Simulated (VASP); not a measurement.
# Sn (Immm) in VASP: single point with LDA

Aim: the single point of Sn with LDA.

Everything below comes from runs of VASP 6.6.1. Logs are shortened: lines on timing, memory, paths and dates and some standing lists are left out, and cuts for length are marked.

## Step 1: The cell of the first run

The typed cell holds 1 atom: a = 3.256 Å, b = 3.256 Å, c = 3.256 Å, α = 115.62°, β = 115.64°, γ = 97.76°.

## Step 2: Single point, LDA

Contents of INCAR:

```
SYSTEM = Sn
PREC = Accurate ; ENCUT = 520
EDIFF = 1E-6 ; ISMEAR = -1
SIGMA = 0.1 ; LREAL = .FALSE.
LASPH = .TRUE. ; NELM = 60
ALGO = Normal ; ISIF = 2
LWAVE = .FALSE. ; LCHARG = .FALSE.
GGA = CA ; NBANDS = 13
```

Contents of KPOINTS:

```
Automatic mesh
0
G
  14 14 14
  0 0 0
```

Contents of POSCAR:

```
Sn
1.0
   -1.7346850873      1.7341786664      2.1413317972
    1.7346850873     -1.7341786664      2.1413317972
    1.7346850873      1.7341786664     -2.1413317972
Sn
1
Direct
    0.0000000000      0.0000000000      0.0000000000
```

Potentials or basis: VASP PAW LDA potentials, release 64 (Sn_d).

Run with:

```console
> cat potpaw_LDA.64/Sn_d/POTCAR > POTCAR
> mpirun -np 1 vasp_std > vasp.out
```

OUTCAR:

```text
SYSTEM = Sn
   PREC = Accurate
   ENCUT = 520
   EDIFF = 1E-6
   ISMEAR = -1
   LREAL = .FALSE.
   LASPH = .TRUE.
   NELM = 60
   ISIF = 2
   GGA = CA

 ion  position               nearest neighbor table
   1  0.000  0.000  0.000-

  LATTYP: Found a body centered orthorhombic cell.
 ALAT       =     3.4683573328
 B/A-ratio  =     1.0002920235
 C/A-ratio  =     1.2347815359

  Lattice vectors:

 A1 = (   1.7346850873,  -1.7341786664,  -2.1413317972)
 A2 = (  -1.7346850873,   1.7341786664,  -2.1413317972)
 A3 = (   1.7346850873,   1.7341786664,   2.1413317972)

Analysis of symmetry for initial positions (statically):
=====================================================================
 Subroutine PRICEL returns:
 Original cell was already a primitive cell.

 Routine SETGRP: Setting up the symmetry group for a
 body centered orthorhombic supercell.

 Subroutine GETGRP returns: Found  8 space group operations
 (whereof  8 operations were pure point group operations)
 out of a pool of  8 trial point group operations.

The static configuration has the point symmetry D_2h.

Analysis of symmetry for dynamics (positions and initial velocities):
=====================================================================
 Subroutine PRICEL returns:
 Original cell was already a primitive cell.

 Routine SETGRP: Setting up the symmetry group for a
 body centered orthorhombic supercell.

 Subroutine GETGRP returns: Found  8 space group operations
 (whereof  8 operations were pure point group operations)
 out of a pool of  8 trial point group operations.

The dynamic configuration has the point symmetry D_2h.

 Subroutine INISYM returns: Found  8 space group operations
 (whereof  8 operations are pure point group operations),
 and found     1 'primitive' translations

----------------------------------------------------------------------------------------

                                     Primitive cell

  volume of cell :      25.7667

  direct lattice vectors                    reciprocal lattice vectors
    -1.734685087  1.734178666  2.141331797     0.000000000  0.288320927  0.233499545
     1.734685087 -1.734178666  2.141331797     0.288236755  0.000000000  0.233499545
     1.734685087  1.734178666 -2.141331797     0.288236755  0.288320927  0.000000000

  length of vectors
     3.256042055  3.256042055  3.256042055     0.371013469  0.370948061  0.407687851

  position of ions in fractional coordinates (direct lattice)
     0.000000000  0.000000000  0.000000000

  ion indices of the primitive-cell ions
[... 82 lines left out ...]
   POTIM  = 0.5000    time-step for ionic-motion
   TEBEG  =    0.0;   TEEND  =   0.0 temperature during run
   PSTRESS=    0.0 pullay stress
   NELECT =      14.0000    total number of electrons
   NUPDOWN=      -1.0000    fix difference up-down
   EMIN   =  10.00;   EMAX   =-10.00  energy-range for DOS
   EFERMI =   0.00;   METHOD = LEGACY
   ISMEAR =    -1;   SIGMA  =   0.10  broadening in eV -4-tet -1-fermi 0-gaus
   EFERMI_NEDOS =   21; number of points for ismear=-14 and -15
   IALGO  =     38    algorithm
   IMIX   =      4    mixing-type and parameters
     AMIX     =   0.40;   BMIX     =  1.00
     AMIX_MAG =   1.60;   BMIX_MAG =  1.00
  volume/ion in A,a.u.               =      25.77       173.88
  Fermi-wavevector in a.u.,A,eV,Ry     =   1.335872  2.524431 24.280314  1.784553
  Thomas-Fermi vector in A             =   2.464542
   LORBIT       =      0    0 simple, 1 ext, 2 COOP (PROOUT), +10 PAW based schemes
   GGA     = CA    functional components
   LHFCALC =     F    Hartree Fock is set to
   AEXX    =    0.0000 exact exchange contribution
   IVDW    =     0    specifies the selected vdW correction
   LEPSILON=     F    determine dielectric tensor
   LRPA    =     F    only Hartree local field effects (RPA)
 non-spin polarized calculation
  energy-cutoff  :      520.00
  volume of cell :       25.77
 maximum number of plane-waves:       724
   NGX = 13   NGY = 13   NGZ = 13

 number of electron      14.0000007 magnetization

 Free energy of the ion-electron system (eV)
  ---------------------------------------------------
  ext. energy  EPLUGINS =         0.00000000
  ---------------------------------------------------
  free energy    TOTEN  =        -4.45564178 eV

  energy without entropy =       -4.44069363  energy(sigma->0) =       -4.44816771

 E-fermi :   8.5312     XC(G=0): -10.8549

 val. band max:        8.5302364748   @ k =  -0.2143  -0.3571   0.2143
 cond. band min:       8.5351346634   @ k =  -0.3571  -0.2143   0.2143
 fundamental gap:      0.0048981886
 Fermi energy:         8.5311589652

 k-point     1 :       0.0000    0.0000    0.0000
  band No.  band energies     occupation
      1     -12.9886      2.00000
      2     -12.9884      2.00000
      3     -12.9238      2.00000
      4     -12.8988      2.00000
      5     -12.8211      2.00000
      6      -3.0223      2.00000
      7      16.4293      0.00000
      8      16.7132      0.00000
      9      16.7189      0.00000
     10      19.5242      0.00000
     11      20.7918      0.00000
     12      20.7989      0.00000
     13      21.3342      0.00000
[... 354 lines left out ...]
  band No.  band energies     occupation
      1     -12.9751      2.00000
      2     -12.9642      2.00000
      3     -12.8986      2.00000
      4     -12.8890      2.00000
      5     -12.8336      2.00000
      6      -2.2927      2.00000
      7      12.2325      0.00000
      8      14.0849      0.00000
      9      16.3866      0.00000
     10      19.0595      0.00000
     11      20.2204      0.00000
     12      21.7714      0.00000
     13      22.3750      0.00000

 [... further k-points ...]

------------------------ aborting loop because EDIFF is reached ----------------------------------------

  FORCE on cell =-STRESS in cart. coord.  units (eV):
  Direction    XX          YY          ZZ          XY          YZ          ZX
  --------------------------------------------------------------------------------------
  -------------------------------------------------------------------------------------
  Total       -0.0006369      0.0014066      0.0018525     -0.0000000      0.0000000      0.0000000
  in kB       -0.0396054      0.0874642      0.1151911     -0.0000000      0.0000000      0.0000000
  external PRESSURE =       0.0543500 kB  Pullay stress =       0.0000000 kB

 VOLUME and BASIS-vectors are now :
 -----------------------------------------------------------------------------
  energy-cutoff  :      520.00
  volume of cell :       25.77
      direct lattice vectors                 reciprocal lattice vectors
    -1.734685087  1.734178666  2.141331797     0.000000000  0.288320927  0.233499545
     1.734685087 -1.734178666  2.141331797     0.288236755  0.000000000  0.233499545
     1.734685087  1.734178666 -2.141331797     0.288236755  0.288320927  0.000000000

 POSITION                                       TOTAL-FORCE (eV/Angst)
 -----------------------------------------------------------------------------------
      0.00000      0.00000      0.00000         0.000000      0.000000     -0.000000
 -----------------------------------------------------------------------------------
    total drift:                               -0.000000      0.000000      0.000000

  FREE ENERGIE OF THE ION-ELECTRON SYSTEM (eV)
  ---------------------------------------------------
  free  energy   TOTEN  =        -4.4556417793 eV

  energy  without entropy=       -4.4406936349  energy(sigma->0) =       -4.44816771
```

It took 54 s on 1 thread of AMD EPYC 9R45 (Zen 5), shared host; peak memory 0.21 GiB.

What came out:

```yaml
Free_energy: -4.4556 eV
Pressure: 0.0 GPa
Band_gap_on_the_k_mesh: zero (bands 7 and 8 overlap by 10.09 eV)
```

Levels at points of the mesh, in eV from the Fermi level:
```tsv
k point	band 5	band 6	band 7	band 8	band 9	band 10
(0.00, 0.00, 0.00)	-21.35	-11.55	7.90	8.18	8.19	10.99
(0.50, 0.00, 0.00)	-21.28	-6.89	-4.87	4.89	6.53	9.67
(0.00, 0.50, 0.00)	-21.28	-6.89	-4.87	4.90	6.53	9.68
(0.50, 0.50, 0.00)	-21.25	-5.59	-4.24	2.40	3.27	6.47
(0.50, 0.50, 0.50)	-21.27	-3.52	-2.85	0.92	0.93	4.40
```

Caveat: spin-orbit coupling is left out, which moves the levels of the heavy elements.
